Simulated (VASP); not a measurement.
# RuC2 (P6/mmm) in VASP: further runs

Runs on RuC2. Level: PBE. Tasks: relaxation of cell and atoms, single point.

All numbers are computed with VASP 6.6.1; they aren't measurements. Logs are shortened: lines on timing, memory, paths and dates and some standing lists are left out, and cuts for length are marked.

### 1 The cell of the first run

Symmetry: P6/mmm, No. 191, hexagonal system. The conventional cell has a = 3.043 Å, b = 3.043 Å, c = 3.286 Å, α = 90.00°, β = 90.00°, γ = 120.00°. Ru (site symmetry 6/mmm) has 12 C at 2.41 Å and 8 Ru at 3.04 to 3.29 Å within 3.3 Å. C (site symmetry -6m2) has 3 C at 1.76 Å within 2.3 Å.

### 2 Relaxation of cell and atoms, PBE

The input, INCAR:

```
ALGO = Normal ; EDIFF = 1E-7
EDIFFG = -0.04 ; ENCUT = 700
GGA = PE ; GGA_COMPAT = False
IBRION = 2 ; ISIF = 3
ISMEAR = 0 ; LASPH = True
LCHARG = False ; LREAL = False
LWAVE = False ; NELM = 120
NELMIN = 4 ; NSW = 90
PREC = Accurate ; SIGMA = 0.1
```

The input, KPOINTS:

```
k-points
0
Gamma
  6 6 6
```

The input, POSCAR:

```
RuC2
1.0
    3.0432389411      0.0000000000      0.0000000000
   -1.5216194705      2.6355222328      0.0000000000
    0.0000000000      0.0000000000      3.2858892221
Ru C
1 2
Direct
    0.0000000000      0.0000000000      0.0000000000
    0.3333333333      0.6666666667      0.5000000000
    0.6666666667      0.3333333333      0.5000000000
```

Potentials or basis: VASP PAW PBE potentials, release 64 (Ru_sv, C).

Started as:

```bash
$ cat potpaw_PBE.64/Ru_sv/POTCAR potpaw_PBE.64/C/POTCAR > POTCAR
$ mpirun -np 1 vasp_std > vasp.out
```

OUTCAR:

```text
EDIFF = 1E-7
   EDIFFG = -0.04
   ENCUT = 700
   GGA = PE
   IBRION = 2
   ISIF = 3
   ISMEAR = 0
   LASPH = True
   LREAL = False
   NELM = 120
   NELMIN = 4
   NSW = 90
   PREC = Accurate

 ion  position               nearest neighbor table
   1  0.000  0.000  0.000-   2 2.41   3 2.41   2 2.41   3 2.41   2 2.41   2 2.41   3 2.41   3 2.41
                             3 2.41   3 2.41   2 2.41   2 2.41
   2  0.333  0.667  0.500-   3 1.76   3 1.76   3 1.76   1 2.41   1 2.41   1 2.41   1 2.41   1 2.41
                             1 2.41
   3  0.667  0.333  0.500-   2 1.76   2 1.76   2 1.76   1 2.41   1 2.41   1 2.41   1 2.41   1 2.41
                             1 2.41

  LATTYP: Found a hexagonal cell.
 ALAT       =     3.0432389411
 C/A-ratio  =     1.0797342193

  Lattice vectors:

 A1 = (   3.0432389411,   0.0000000000,   0.0000000000)
 A2 = (  -1.5216194705,   2.6355222328,   0.0000000000)
 A3 = (   0.0000000000,   0.0000000000,   3.2858892221)

Analysis of symmetry for initial positions (statically):
=====================================================================
 Subroutine PRICEL returns:
 Original cell was already a primitive cell.

 Routine SETGRP: Setting up the symmetry group for a
 hexagonal supercell.

 Subroutine GETGRP returns: Found 24 space group operations
 (whereof 24 operations were pure point group operations)
 out of a pool of 24 trial point group operations.

The static configuration has the point symmetry D_6h.

Analysis of symmetry for dynamics (positions and initial velocities):
=====================================================================
 Subroutine PRICEL returns:
 Original cell was already a primitive cell.

 Routine SETGRP: Setting up the symmetry group for a
 hexagonal supercell.

 Subroutine GETGRP returns: Found 24 space group operations
 (whereof 24 operations were pure point group operations)
 out of a pool of 24 trial point group operations.

The dynamic configuration has the point symmetry D_6h.

 Subroutine INISYM returns: Found 24 space group operations
 (whereof 24 operations are pure point group operations),
 and found     1 'primitive' translations

----------------------------------------------------------------------------------------

                                     Primitive cell

  volume of cell :      26.3546

  direct lattice vectors                    reciprocal lattice vectors
     3.043238941  0.000000000  0.000000000     0.328597267  0.189715721  0.000000000
    -1.521619470  2.635522233  0.000000000     0.000000000  0.379431442  0.000000000
     0.000000000  0.000000000  3.285889222     0.000000000  0.000000000  0.304331623

  length of vectors
     3.043238941  3.043238941  3.285889222     0.379431442  0.379431442  0.304331623

  position of ions in fractional coordinates (direct lattice)
     0.000000000  0.000000000  0.000000000
     0.333333333  0.666666667  0.500000000
     0.666666667  0.333333333  0.500000000

  ion indices of the primitive-cell ions
   primitive index   ion index
                 1           1
                 2           2
                 3           3

----------------------------------------------------------------------------------------

 KPOINTS: k-points

Automatic generation of k-mesh.
 Grid dimensions read from file:
 generate k-points for:    6    6    6

 Generating k-lattice:

  Cartesian coordinates                     Fractional coordinates (reciprocal lattice)
     0.054766211  0.031619287  0.000000000     0.166666667  0.000000000  0.000000000
     0.000000000  0.063238574  0.000000000     0.000000000  0.166666667  0.000000000
     0.000000000  0.000000000  0.050721937     0.000000000  0.000000000  0.166666667

  Length of vectors
     0.063238574  0.063238574  0.050721937

  Shift w.r.t. Gamma in fractional coordinates (k-lattice)
     0.000000000  0.000000000  0.000000000

 Subroutine IBZKPT returns following result:
 ===========================================

 Found     28 irreducible k-points:

 Following reciprocal coordinates:
            Coordinates               Weight
  0.000000  0.000000  0.000000      1.000000
  0.166667  0.000000  0.000000      6.000000
  0.333333  0.000000  0.000000      6.000000
  0.500000 -0.000000  0.000000      3.000000
  0.166667  0.166667  0.000000      6.000000
  0.333333  0.166667  0.000000     12.000000
[... 16 lines left out ...]
  0.166667  0.000000  0.500000      6.000000
  0.333333  0.000000  0.500000      6.000000
 [... further k-points ...]
   k-points           NKPTS =     28   k-points in BZ     NKDIM =     28   number of bands    NBANDS=     16
   number of dos      NEDOS =    301   number of ions     NIONS =      3
   total plane-waves  NPLWV =  21952
   dimension x,y,z NGX =    28 NGY =   28 NGZ =   28
   dimension x,y,z NGXF=    56 NGYF=   56 NGZF=   56
   ions per type =               1   2
   NGX,Y,Z   is equivalent  to a cutoff of  15.30, 15.30, 14.17 a.u.
   NGXF,Y,Z  is equivalent  to a cutoff of  30.59, 30.59, 28.33 a.u.
 SYSTEM =  unknown system
   PREC   = accura    normal or accurate (medium, high low for compatibility)
   ISTART =      0    job   : 0-new  1-cont  2-samecut
   ICHARG =      2    charge: 1-file 2-atom 10-const
   ISPIN  =      1    spin polarized calculation?
   LNONCOLLINEAR =      F non collinear calculations
   LSORBIT =      F    spin-orbit coupling
   LASPH  =      T    aspherical Exc in radial PAW
   ENCUT  =  700.0 eV  51.45 Ry    7.17 a.u.   6.57  6.57  7.09*2*pi/ulx,y,z
   NELM   =    120;   NELMIN=  4; NELMDL= -5     # of ELM steps
   EDIFF  = 0.1E-06   stopping-criterion for ELM
   LREAL  =      F    real-space projection
   EDIFFG = -.4E-01   stopping-criterion for IOM
   NSW    =     90    number of steps for IOM
   IBRION =      2    ionic relax: 0-MD 1-quasi-New 2-CG
   NFREE  =      1    steps in history (QN), initial steepest desc. (CG)
   ISIF   =      3    stress and relaxation
   ISYM   =      2    0-nonsym 1-usesym 2-fastsym
   POTIM  = 0.5000    time-step for ionic-motion
   TEBEG  =    0.0;   TEEND  =   0.0 temperature during run
   PSTRESS=    0.0 pullay stress
   NELECT =      24.0000    total number of electrons
   NUPDOWN=      -1.0000    fix difference up-down
   EMIN   =  10.00;   EMAX   =-10.00  energy-range for DOS
   EFERMI =   0.00;   METHOD = LEGACY
   ISMEAR =     0;   SIGMA  =   0.10  broadening in eV -4-tet -1-fermi 0-gaus
   EFERMI_NEDOS =   21; number of points for ismear=-14 and -15
   IALGO  =     38    algorithm
   IMIX   =      4    mixing-type and parameters
     AMIX     =   0.40;   BMIX     =  1.00
     AMIX_MAG =   1.60;   BMIX_MAG =  1.00
  volume/ion in A,a.u.               =       8.78        59.28
  Fermi-wavevector in a.u.,A,eV,Ry     =   1.586816  2.998648 34.259285  2.517986
  Thomas-Fermi vector in A             =   2.686069
   LORBIT       =      0    0 simple, 1 ext, 2 COOP (PROOUT), +10 PAW based schemes
   GGA     = PE    functional components
   LHFCALC =     F    Hartree Fock is set to
   AEXX    =    0.0000 exact exchange contribution
   IVDW    =     0    specifies the selected vdW correction
   LEPSILON=     F    determine dielectric tensor
   LRPA    =     F    only Hartree local field effects (RPA)
 conjugate gradient relaxation of ions
 non-spin polarized calculation
 Gauss-broadening in eV      SIGMA  =   0.10
  energy-cutoff  :      700.00
  volume of cell :       26.35
 maximum number of plane-waves:      1131
 NGX is ok and might be reduce to    28
   NGX = 13   NGY = 13   NGZ = 15

--------------------------------------- Ionic step        1  -------------------------------------------

 number of electron      23.9999999 magnetization

 Free energy of the ion-electron system (eV)
  ---------------------------------------------------
  ext. energy  EPLUGINS =         0.00000000
  ---------------------------------------------------
  free energy    TOTEN  =       -21.08165075 eV

  energy without entropy =      -21.06665501  energy(sigma->0) =      -21.07415288

------------------------ aborting loop because EDIFF is reached ----------------------------------------

  FORCE on cell =-STRESS in cart. coord.  units (eV):
  Direction    XX          YY          ZZ          XY          YZ          ZX
  --------------------------------------------------------------------------------------
  -------------------------------------------------------------------------------------
  Total       -4.8230948     -4.8230948      2.6160105     -0.0000000      0.0000000     -0.0000000
  in kB     -293.2113160   -293.2113160    159.0356212     -0.0000000      0.0000000     -0.0000000
  external PRESSURE =    -142.4623369 kB  Pullay stress =       0.0000000 kB
[... 92 lines left out ...]
  FREE ENERGIE OF THE ION-ELECTRON SYSTEM (eV)
  ---------------------------------------------------
  free  energy   TOTEN  =        -9.8914102973 eV

  energy  without entropy=       -9.8872719771  energy(sigma->0) =       -9.88934114

[... ionic steps 4 to 16 ...]

--------------------------------------- Ionic step       17  -------------------------------------------

 number of electron      24.0000032 magnetization

------------------------ aborting loop because EDIFF is reached ----------------------------------------
[... 69 lines left out ...]
--------------------------------------- Ionic step       19  -------------------------------------------

 number of electron      24.0000034 magnetization

 Free energy of the ion-electron system (eV)
  ---------------------------------------------------
  ext. energy  EPLUGINS =         0.00000000
  ---------------------------------------------------
  free energy    TOTEN  =       -24.82886891 eV

  energy without entropy =      -24.81379868  energy(sigma->0) =      -24.82133380

 E-fermi :  10.8102     XC(G=0): -12.7563

 val. band max:       10.8069542199   @ k =   0.5000  -0.0000   0.0000
 cond. band min:      10.8158937041   @ k =   0.1667   0.1667   0.3333
 fundamental gap:      0.0089394842
 Fermi energy:        10.8102148013

 k-point     1 :       0.0000    0.0000    0.0000
  band No.  band energies     occupation
      1     -62.0236      2.00000
      2     -31.8398      2.00000
      3     -31.3291      2.00000
      4     -31.3291      2.00000
      5      -9.3633      2.00000
      6       1.9695      2.00000
[... 433 lines left out ...]
      3     -31.6700      2.00000
      4     -31.5863      2.00000
      5      -6.8317      2.00000
      6       0.2809      2.00000
[... 8 lines left out ...]
     15      14.7417      0.00000
     16      16.7459      0.00000

 [... further k-points ...]

------------------------ aborting loop because EDIFF is reached ----------------------------------------

  FORCE on cell =-STRESS in cart. coord.  units (eV):
  Direction    XX          YY          ZZ          XY          YZ          ZX
  --------------------------------------------------------------------------------------
  -------------------------------------------------------------------------------------
  Total        0.0049388      0.0049388     -0.0240088      0.0000000      0.0000000     -0.0000000
  in kB        0.2710561      0.2710561     -1.3176882      0.0000000      0.0000000     -0.0000000
  external PRESSURE =      -0.2585254 kB  Pullay stress =       0.0000000 kB
[... 18 lines left out ...]
  FREE ENERGIE OF THE ION-ELECTRON SYSTEM (eV)
  ---------------------------------------------------
  free  energy   TOTEN  =       -24.8288689141 eV

  energy  without entropy=      -24.8137986794  energy(sigma->0) =      -24.82133380

 reached required accuracy - stopping structural energy minimisation
```

It took 3.8 min on 1 thread of Intel Xeon Platinum 8259CL at 2.50GHz (Skylake/Cascade Lake), shared host; peak memory 0.18 GiB.

What came out:

| Item | Value |
| --- | --- |
| Free energy | -24.8289 eV |
| Relaxed volume | 9.73 Å³/atom |
| Relaxed cell | a = 2.518 Å, b = 2.518 Å, c = 5.315 Å, α = 90.00°, β = 90.00°, γ = 120.00° |
| Space group after relaxing (to 0.1 Å) | P6/mmm (No. 191) |
| Pressure after relaxing | 0.0 GPa |
| Band gap on the k mesh | zero (bands 12 and 13 overlap by 1.36 eV) |

Final structure:
```yaml
crystal:
  lattice:
    - [2.51831, 0.00000, 0.00000]
    - [-1.25916, 2.18092, 0.00000]
    - [0.00000, 0.00000, 5.31518]
  atoms:
    - { symbol: Ru, position: [0.00000, 0.00000, 0.00000] }
    - { symbol: C, position: [0.33333, 0.66667, 0.50000] }
    - { symbol: C, position: [0.66667, 0.33333, 0.50000] }
```

Caveat: the k points lie up to 0.48 Å⁻¹ apart in the final cell, too coarse for converged energies and pressures of a metal; a cell axis changed by over 15 % at a fixed basis, so the end point is rough.

(Part 1 of 2 ends here.)
